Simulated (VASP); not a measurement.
A run of VASP 6.6.1:

The input INCAR:

```
SYSTEM = SnSe
  PREC = Accurate
  ENCUT = 520
  EDIFF = 1E-7
  ISMEAR = 0
  SIGMA = 0.03
  LREAL = .False.
  LASPH = .True.
  NELM = 60
  ALGO = Normal
  ISIF = 2
  LWAVE = .False.
  LCHARG = .False.
  GGA = PE
  IVDW = 12
  NBANDS = 28
```

Contents of KPOINTS:

```
regular mesh
0
Gamma
  8 8 6
  0 0 0
```

POSCAR

```
SnSe
1.0
    4.2924000000      0.0000000000      0.0000000000
    0.0000000000      4.2924000000      0.0000000000
    0.0000000000      0.0000000000      5.3979000000
Sn Se
2 2
Direct
    0.5000000000      0.0000000000      0.2500887432
    0.0000000000      0.5000000000      0.7499112568
    0.5000000000      0.0000000000      0.7499352227
    0.0000000000      0.5000000000      0.2500647773
```

Potentials or basis: VASP PAW PBE potentials, release 64 (Sn_d, Se).

The run is started by

```console
$ cat potpaw_PBE.64/Sn_d/POTCAR potpaw_PBE.64/Se/POTCAR > POTCAR
$ mpirun -np 1 vasp_std > vasp.out
```

Hardware: 1 thread of Intel(R) Xeon(R) Platinum 8559C (Emerald Rapids), on a shared host.

Problem. Estimate the wall time of this run.

Solution. Wall time 45 s on 1 thread of Intel(R) Xeon(R) Platinum 8559C (Emerald Rapids), with other jobs on the host, peak memory 0.28 GiB. Counts: scf iterations 14, k points 60.
